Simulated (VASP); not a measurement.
# CoH4 in VASP: a series of runs

Runs on CoH4. Level: PBE. Tasks: single point, relaxation of cell and atoms.

Everything below comes from runs of VASP 6.6.1. Logs are shortened: lines on timing, memory, paths and dates and some standing lists are left out, and cuts for length are marked.

## Step 1: The cell of the first run

Symmetry: P-4m2, No. 115, tetragonal system. The conventional cell has a = 2.964 Å, b = 2.964 Å, c = 2.679 Å, α = 90.00°, β = 90.00°, γ = 90.00°. Within 2.6 Å of Co (site symmetry -4m2) lie 16 H at 1.98 to 2.13 Å. H (site symmetry 2mm) has 1 H at 0.80 Å within 1.1 Å. Within 2.3 Å of H (site symmetry 2mm) lie 10 H at 1.74 to 2.27 Å and 4 Co at 1.98 to 2.01 Å.

## Step 2: Single point, PBE, collinear spin, ferromagnetic start

File INCAR:

```
PREC     = Accurate       # precision mode
ENCUT    = 520            # plane-wave cutoff, eV
EDIFF    = 1E-6           # SCF threshold, eV
ISMEAR   = 0              # smearing method
SIGMA    = 0.1            # smearing width, eV
LREAL    = F              # projectors in reciprocal space
LASPH    = T              # aspherical terms in the spheres
NELM     = 150            # most SCF steps
ALGO     = Normal         # electronic algorithm
ISIF     = 2              # what is computed and relaxed
LWAVE    = F              # write WAVECAR
LCHARG   = F              # write CHGCAR
ISPIN    = 2              # spin polarisation
MAGMOM   = 3 0 0 0 0      # initial moments
LORBIT   = 11             # projections on sites
LMAXMIX  = 4              # l up to which the mixer works
GGA      = PE             # functional
NBANDS   = 18             # bands
```

File KPOINTS:

```
regular mesh
0
Gamma
  4 4 6
```

File POSCAR:

```
CoH4
1.0
    2.9635825346      0.0000000000      0.0000000000
    0.0000000000      2.9635825346      0.0000000000
    0.0000000000      0.0000000000      2.6785598128
Co H
1 4
Direct
    0.0000000000      0.0000000000      0.0000000000
    0.5000000000      0.5000000000      0.8500915132
    0.5000000000      0.5000000000      0.1499084868
    0.0000000000      0.5000000000      0.5089896893
    0.5000000000      0.0000000000      0.4910103107
```

Potentials or basis: VASP PAW PBE potentials, release 64 (Co, H).

On the command line:

```console
$ cat potpaw_PBE.64/Co/POTCAR potpaw_PBE.64/H/POTCAR > POTCAR
$ mpirun -np 1 vasp_std > vasp.out
```

OUTCAR:

```text
PREC = Accurate
   ENCUT = 520
   EDIFF = 1E-6
   ISMEAR = 0
   LREAL = F
   LASPH = T
   NELM = 150
   ISIF = 2
   ISPIN = 2
   LORBIT = 11
   GGA = PE

 ion  position               nearest neighbor table
   1  0.000  0.000  0.000-   4 1.98   5 1.98   4 1.98   5 1.98
   2  0.500  0.500  0.850-   3 0.80
   3  0.500  0.500  0.150-   2 0.80
   4  0.000  0.500  0.509-   1 1.98   1 1.98
   5  0.500  0.000  0.491-   1 1.98   1 1.98

  LATTYP: Found a simple tetragonal cell.
 ALAT       =     2.9635825346
 C/A-ratio  =     0.9038249421

  Lattice vectors:

 A1 = (   2.9635825346,   0.0000000000,   0.0000000000)
 A2 = (   0.0000000000,   2.9635825346,   0.0000000000)
 A3 = (   0.0000000000,   0.0000000000,   2.6785598128)

Analysis of symmetry for initial positions (statically):
=====================================================================
 Subroutine PRICEL returns:
 Original cell was already a primitive cell.

 Routine SETGRP: Setting up the symmetry group for a
 simple tetragonal supercell.

 Subroutine GETGRP returns: Found  8 space group operations
 (whereof  8 operations were pure point group operations)
 out of a pool of 16 trial point group operations.

The static configuration has the point symmetry D_2d.

Analysis of symmetry for dynamics (positions and initial velocities):
=====================================================================
 Subroutine PRICEL returns:
 Original cell was already a primitive cell.

 Routine SETGRP: Setting up the symmetry group for a
 simple tetragonal supercell.

 Subroutine GETGRP returns: Found  8 space group operations
 (whereof  8 operations were pure point group operations)
 out of a pool of 16 trial point group operations.

The dynamic configuration has the point symmetry D_2d.

Analysis of structural, dynamic, and magnetic symmetry:
=====================================================================
 Subroutine PRICEL returns:
 Original cell was already a primitive cell.

 Routine SETGRP: Setting up the symmetry group for a
 simple tetragonal supercell.

 Subroutine GETGRP returns: Found  8 space group operations
 (whereof  8 operations were pure point group operations)
 out of a pool of 16 trial point group operations.

The overall configuration has the point symmetry D_2d.

 Subroutine INISYM returns: Found  8 space group operations
 (whereof  8 operations are pure point group operations),
 and found     1 'primitive' translations

[... 130 lines left out ...]
 spin polarized calculation
 Gauss-broadening in eV      SIGMA  =   0.10
  energy-cutoff  :      520.00
  volume of cell :       23.53
 maximum number of plane-waves:       649
 NGX is ok and might be reduce to    24
   NGX = 11   NGY = 11   NGZ =  9

 number of electron      12.9999996 magnetization       1.1776438

 Free energy of the ion-electron system (eV)
  ---------------------------------------------------
  ext. energy  EPLUGINS =         0.00000000
  ---------------------------------------------------
  free energy    TOTEN  =       -17.44350212 eV

  energy without entropy =      -17.44188006  energy(sigma->0) =      -17.44269109

 E-fermi :   6.4414     XC(G=0): -11.8408

 val. band max:        6.4011627851   @ k =   0.5000   0.5000   0.5000
 cond. band min:       6.5095973862   @ k =   0.5000   0.2500   0.5000
 fundamental gap:      0.1084346011
 Fermi energy:         6.4414365206

 spin component 1

 k-point     1 :       0.0000    0.0000    0.0000
  band No.  band energies     occupation
      1      -7.8330      1.00000
      2       1.8038      1.00000
      3       1.8302      1.00000
      4       4.8923      1.00000
      5       5.2774      1.00000
      6       5.2774      1.00000
[... 480 lines left out ...]
      4       5.0562      1.00000
      5       5.2973      1.00000
      6       6.4012      0.71551
[... 10 lines left out ...]
     17      36.7128      0.00000
     18      39.6591      0.00000
 Fermi energy:         6.4414365206

 spin component 2

 k-point     1 :       0.0000    0.0000    0.0000
  band No.  band energies     occupation
      1      -7.7366      1.00000
      2       2.6131      1.00000
      3       2.6522      1.00000
      4       5.9305      1.00000
      5       6.0091      1.00000
      6       6.0091      1.00000
[... 481 lines left out ...]
      5       7.0609      0.00000
      6       7.1141      0.00000
[... 10 lines left out ...]
     17      36.9528      0.00000
     18      39.6490      0.00000

------------------------ aborting loop because EDIFF is reached ----------------------------------------

  FORCE on cell =-STRESS in cart. coord.  units (eV):
  Direction    XX          YY          ZZ          XY          YZ          ZX
  --------------------------------------------------------------------------------------
  -------------------------------------------------------------------------------------
  Total       -0.0911507     -0.0911507     -0.1061197      0.0000000     -0.0000000      0.0000000
  in kB       -6.2077649     -6.2077649     -7.2272203      0.0000000     -0.0000000      0.0000000
  external PRESSURE =      -6.5475834 kB  Pullay stress =       0.0000000 kB

 VOLUME and BASIS-vectors are now :
 -----------------------------------------------------------------------------
  energy-cutoff  :      520.00
  volume of cell :       23.53
      direct lattice vectors                 reciprocal lattice vectors
     2.963582535  0.000000000  0.000000000     0.337429442  0.000000000  0.000000000
     0.000000000  2.963582535  0.000000000     0.000000000  0.337429442  0.000000000
     0.000000000  0.000000000  2.678559813     0.000000000  0.000000000  0.373334952

 POSITION                                       TOTAL-FORCE (eV/Angst)
 -----------------------------------------------------------------------------------
      0.00000      0.00000      0.00000         0.000000     -0.000000      0.000000
      1.48179      1.48179      2.27702         0.000000     -0.000000      0.011097
      1.48179      1.48179      0.40154         0.000000      0.000000     -0.011097
      0.00000      1.48179      1.36336         0.000000      0.000000     -0.019279
      1.48179      0.00000      1.31520         0.000000     -0.000000      0.019279
 -----------------------------------------------------------------------------------
    total drift:                                0.000000      0.000000      0.000000

  FREE ENERGIE OF THE ION-ELECTRON SYSTEM (eV)
  ---------------------------------------------------
  free  energy   TOTEN  =       -17.4435021248 eV

  energy  without entropy=      -17.4418800591  energy(sigma->0) =      -17.44269109

 total charge

# of ion       s       p       d       tot
------------------------------------------
    1        0.320   0.375   7.403   8.098
    2        0.557   0.046   0.000   0.603
    3        0.557   0.046   0.000   0.603
    4        0.467   0.019   0.000   0.487
    5        0.467   0.019   0.000   0.487
--------------------------------------------------
tot          2.368   0.506   7.403  10.277

 magnetization (x)

# of ion       s       p       d       tot
------------------------------------------
    1        0.011  -0.001   1.122   1.132
    2        0.028   0.001   0.000   0.029
    3        0.028   0.001   0.000   0.029
    4       -0.001  -0.001   0.000  -0.002
    5       -0.001  -0.001   0.000  -0.002
--------------------------------------------------
tot          0.064   0.000   1.122   1.187
```

OSZICAR:

```text
N       E                     dE             d eps       ncg     rms          rms(c)
DAV:   1     0.404242632898E+02    0.40424E+02   -0.54145E+03  1776   0.788E+02
DAV:   2    -0.164276463022E+02   -0.56852E+02   -0.49658E+02  1824   0.165E+02
DAV:   3    -0.191074588933E+02   -0.26798E+01   -0.26210E+01  2018   0.373E+01
DAV:   4    -0.191350704083E+02   -0.27612E-01   -0.27580E-01  2020   0.339E+00
DAV:   5    -0.191357676997E+02   -0.69729E-03   -0.69716E-03  2154   0.548E-01    0.133E+01
DAV:   6    -0.206632209041E+02   -0.15275E+01   -0.33428E+01  2060   0.643E+01    0.188E+01
DAV:   7    -0.174377954507E+02    0.32254E+01   -0.21163E+01  2072   0.444E+01    0.305E+00
DAV:   8    -0.174500513255E+02   -0.12256E-01   -0.27476E-01  2184   0.359E+00    0.175E+00
DAV:   9    -0.174445311131E+02    0.55202E-02   -0.26881E-02  2346   0.120E+00    0.769E-01
DAV:  10    -0.174429223667E+02    0.16087E-02   -0.70529E-03  2392   0.584E-01    0.160E-01
DAV:  11    -0.174434833877E+02   -0.56102E-03   -0.16909E-03  2298   0.311E-01    0.600E-02
DAV:  12    -0.174434996699E+02   -0.16282E-04   -0.67383E-05  2038   0.702E-02    0.270E-02
DAV:  13    -0.174435033494E+02   -0.36795E-05   -0.18114E-05  1942   0.303E-02    0.890E-03
DAV:  14    -0.174435022120E+02    0.11374E-05   -0.10367E-06  1284   0.739E-03    0.525E-03
DAV:  15    -0.174435021248E+02    0.87154E-07   -0.46910E-07  1194   0.505E-03
   1 F= -.17443502E+02 E0= -.17442691E+02  d E =-.162207E-02  mag=     1.1777
```

Run time: 9.3 s. Hardware: 1 thread of Intel Xeon 6975P-C (Granite Rapids), shared host; peak memory 0.15 GiB.

What came out:

```yaml
Free_energy: -17.4435 eV
Pressure: -0.7 GPa
Largest_force: 0.019 eV/Å
Net_moment: 1.18 μB per cell
Site_moments: Co +1.13; H +0.03, -0.00 μB
Valence_electrons_inside_the_program's_atomic_spheres: Co 8.10; H 0.60, 0.49
```

Forces in eV/Å, atoms in the order of the input:
```
Co   0.000  0.000  0.000
H    0.000  0.000  0.011
H    0.000  0.000 -0.011
H    0.000  0.000 -0.019
H    0.000  0.000  0.019
```

Caveat: the k points lie up to 0.53 Å⁻¹ apart.

## Step 3: Single point, PBE, collinear spin, ferromagnetic start

This run uses another cell than the first one, of 4.68 Å³/atom, 0.995 times its volume.

File INCAR:

```
SYSTEM = CoH4
PREC = Accurate
ENCUT = 520
EDIFF = 1E-6
ISMEAR = 0
SIGMA = 0.1
LREAL = .FALSE.
LASPH = .TRUE.
NELM = 150
ALGO = Normal
ISIF = 2
LWAVE = .FALSE.
LCHARG = .FALSE.
ISPIN = 2
MAGMOM = 1.19 0 0 0 0
LORBIT = 11
LMAXMIX = 4
GGA = PE
NBANDS = 18
```

File KPOINTS:

```
regular mesh
0
G
  6 6 6
  0 0 0
```

File POSCAR:

```
CoH4
1.0
    2.9589479672      0.0000000000      0.0000000000
    0.0000000000      2.9589479672      0.0000000000
    0.0000000000      0.0000000000      2.6737797448
Co H
1 4
Direct
    0.0000000000      0.0000000000      0.0000000000
    0.5000000000      0.5000000000      0.8496205366
    0.5000000000      0.5000000000      0.1503794634
    0.0000000000      0.5000000000      0.5000000000
    0.5000000000      0.0000000000      0.5000000000
```

Potentials or basis: VASP PAW PBE potentials, release 64 (Co, H).

On the command line:

```console
$ cat potpaw_PBE.64/Co/POTCAR potpaw_PBE.64/H/POTCAR > POTCAR
$ mpirun -np 1 vasp_std > vasp.out
```

It took 15 s on 1 thread of Intel Xeon 6975P-C (Granite Rapids), shared host; peak memory 0.15 GiB.

Results (log left out):

```
Free energy                                           : -17.4479 eV
Pressure                                              : -0.4 GPa
Largest force                                         : 0.007 eV/Å
Net moment                                            : 1.15 μB per cell
Site moments                                          : Co +1.11; H +0.03, -0.00 μB
Valence electrons inside the program's atomic spheres : Co 8.11; H 0.60, 0.49
```

Forces on the atoms (eV/Å):
```
Co   0.000  0.000  0.000
H    0.000  0.000 -0.007
H    0.000  0.000  0.007
H    0.000  0.000  0.000
H    0.000  0.000  0.000
```

Stress tensor (GPa, compression positive):
```
-0.47  0.00  0.00
 0.00 -0.47  0.00
 0.00  0.00 -0.12
```

Levels at points of the mesh, in eV from the Fermi level:
Spin up:
```csv
k point,band 4,band 5,band 6,band 7,band 8,band 9,band 10,band 11
"(0.00, 0.00, 0.00)",-1.57,-1.15,-1.15,0.50,3.33,6.42,6.42,7.25
"(0.50, 0.00, 0.00)",-2.27,-1.71,-1.11,-1.03,-0.19,10.37,10.48,11.44
"(0.50, 0.50, 0.00)",-3.58,-1.53,-1.53,-1.41,-0.34,2.03,10.84,13.77
"(0.00, 0.00, 0.50)",-2.18,-2.18,-1.46,-0.82,1.61,7.18,8.81,11.76
"(0.50, 0.00, 0.50)",-3.30,-2.02,-1.99,-1.21,1.10,3.06,8.38,10.00
"(0.50, 0.50, 0.50)",-1.34,-1.10,-0.05,0.46,2.51,2.51,3.28,3.28
```
Spin down:
| k point | band 2 | band 3 | band 4 | band 5 | band 6 | band 7 | band 8 | band 9 | band 10 | band 11 |
| --- | --- | --- | --- | --- | --- | --- | --- | --- | --- | --- |
| (0.00, 0.00, 0.00) | -3.86 | -3.85 | -0.51 | -0.42 | -0.42 | 1.44 | 4.01 | 6.48 | 6.48 | 7.34 |
| (0.50, 0.00, 0.00) | -8.11 | -1.90 | -1.32 | -1.05 | -0.38 | -0.12 | 0.45 | 10.58 | 10.69 | 11.55 |
| (0.50, 0.50, 0.00) | -5.53 | -5.53 | -2.56 | -0.84 | -0.84 | 0.12 | 0.70 | 2.84 | 11.01 | 13.88 |
| (0.00, 0.00, 0.50) | -8.94 | -1.75 | -1.56 | -1.56 | -0.39 | 0.88 | 1.55 | 7.52 | 8.95 | 11.92 |
| (0.50, 0.00, 0.50) | -7.14 | -4.67 | -2.26 | -1.37 | -0.99 | 0.47 | 1.70 | 3.78 | 8.48 | 10.19 |
| (0.50, 0.50, 0.50) | -5.50 | -5.50 | 0.21 | 0.55 | 0.68 | 0.98 | 3.01 | 3.01 | 3.38 | 3.38 |

Caveat: the k points lie up to 0.39 Å⁻¹ apart.

## Step 4: Relaxation of cell and atoms, PBE, collinear spin, ferromagnetic start

File INCAR:

```
SYSTEM = CoH4
PREC = Accurate
ENCUT = 600
EDIFF = 1E-7
ISMEAR = 0
SIGMA = 0.1
LREAL = .False.
LASPH = .True.
NELM = 150
ALGO = Normal
ISIF = 3
LWAVE = .False.
LCHARG = .False.
ISPIN = 2
MAGMOM = 1.19 0 0 0 0
LORBIT = 11
LMAXMIX = 4
GGA = PE
IBRION = 2
NSW = 90
EDIFFG = -0.04
```

File KPOINTS:

```
Automatic mesh
0
Gamma
  6 6 6
  0 0 0
```

File POSCAR:

```
CoH4
1.0
    2.9635825346      0.0000000000      0.0000000000
    0.0000000000      2.9635825346      0.0000000000
    0.0000000000      0.0000000000      2.6785598128
Co H
1 4
Direct
    0.0000000000      0.0000000000      0.0000000000
    0.5000000000      0.5000000000      0.8500915132
    0.5000000000      0.5000000000      0.1499084868
    0.0000000000      0.5000000000      0.5000000000
    0.5000000000      0.0000000000      0.5000000000
```

On the command line:

```console
$ cat potpaw_PBE.64/Co/POTCAR potpaw_PBE.64/H/POTCAR > POTCAR
$ mpirun -np 1 vasp_std > vasp.out
```

Run time: 11 s. Hardware: 1 thread of Intel Xeon 6975P-C (Granite Rapids), shared host; peak memory 0.16 GiB.

Results (log left out):

```yaml
Free_energy: -17.4493 eV
Pressure_after_relaxing: -0.8 GPa
Largest_force_after_relaxing: 0.020 eV/Å
Net_moment: 1.15 μB per cell
Site_moments: Co +1.11; H +0.03, -0.00 μB
Valence_electrons_inside_the_program's_atomic_spheres: Co 8.10; H 0.60, 0.48
```

Forces in eV/Å, atoms in the order of the input:
```
Co   0.000  0.000  0.000
H    0.000  0.000 -0.020
H    0.000  0.000  0.020
H    0.000  0.000  0.000
H    0.000  0.000  0.000
```

Stress tensor (GPa, compression positive):
```
-0.82  0.00  0.00
 0.00 -0.82  0.00
 0.00  0.00 -0.67
```

Final structure:
```yaml
crystal:
  lattice:
    - [2.96358, 0.00000, 0.00000]
    - [0.00000, 2.96358, 0.00000]
    - [0.00000, 0.00000, 2.67856]
  atoms:
    - { symbol: Co, position: [0.00000, 0.00000, 0.00000] }
    - { symbol: H, position: [0.50000, 0.50000, 0.85009] }
    - { symbol: H, position: [0.50000, 0.50000, 0.14991] }
    - { symbol: H, position: [0.00000, 0.50000, 0.50000] }
    - { symbol: H, position: [0.50000, 0.00000, 0.50000] }
```

Levels at points of the mesh, in eV from the Fermi level:
Spin up:
```tsv
k point	band 3	band 4	band 5	band 6	band 7	band 8	band 9	band 10	band 11
(0.00, 0.00, 0.00)	-4.58	-1.56	-1.14	-1.14	0.48	3.31	6.42	6.42	7.25
(0.50, 0.00, 0.00)	-3.26	-2.26	-1.70	-1.10	-1.03	-0.19	10.36	10.44	11.42
(0.50, 0.50, 0.00)	-5.49	-3.55	-1.52	-1.52	-1.41	-0.34	2.02	10.84	13.72
(0.00, 0.00, 0.50)	-3.01	-2.17	-2.17	-1.45	-0.83	1.61	7.13	8.82	11.73
(0.50, 0.00, 0.50)	-4.60	-3.28	-2.00	-1.98	-1.21	1.10	3.04	8.38	9.97
(0.50, 0.50, 0.50)	-5.66	-1.33	-1.10	-0.05	0.50	2.50	2.50	3.28	3.69
```
Spin down:
```
           k point  band 4  band 5  band 6  band 7  band 8  band 9
(0.00, 0.00, 0.00)   -0.50   -0.41   -0.41    1.43    4.00    6.48
(0.50, 0.00, 0.00)   -1.30   -1.03   -0.37   -0.12    0.46   10.57
(0.50, 0.50, 0.00)   -2.54   -0.83   -0.83    0.13    0.71    2.83
(0.00, 0.00, 0.50)   -1.54   -1.54   -0.38    0.89    1.55    7.47
(0.50, 0.00, 0.50)   -2.24   -1.35   -0.97    0.48    1.70    3.77
(0.50, 0.50, 0.50)    0.21    0.59    0.68    0.98    3.00    3.00
```

Caveat: the k points lie up to 0.39 Å⁻¹ apart in the final cell; the relaxation stopped at its first step, so nothing moved.

## Step 5: Summary

```csv
task,cell,k mesh,cutoff (eV),gap on the mesh (eV),pressure (GPa),moment (μB),largest force (eV/Å)
single point,"a = 2.964, b = 2.964, c = 2.679 Å, 5 atoms",4 × 4 × 6,520,none,-0.7,1.18,0.02
single point,"a = 2.959, b = 2.959, c = 2.674 Å, 5 atoms",6 × 6 × 6,520,none,-0.4,1.15,0.01
relaxation of cell and atoms,"relaxed from a = 2.964, b = 2.964, c = 2.679 Å, 5 atoms",6 × 6 × 6,600,none,-0.8,1.15,0.02
```

Alike in all rows: level PBE; potentials or basis VASP PAW PBE potentials, release 64 (Co, H); spin collinear, ferromagnetic start; smearing gaussian 0.1 eV.

Caveats: all runs use coarse meshes; the relaxation stopped at its first step, so nothing moved (some runs).

Absolute energies hang on the potentials; compare differences alone.
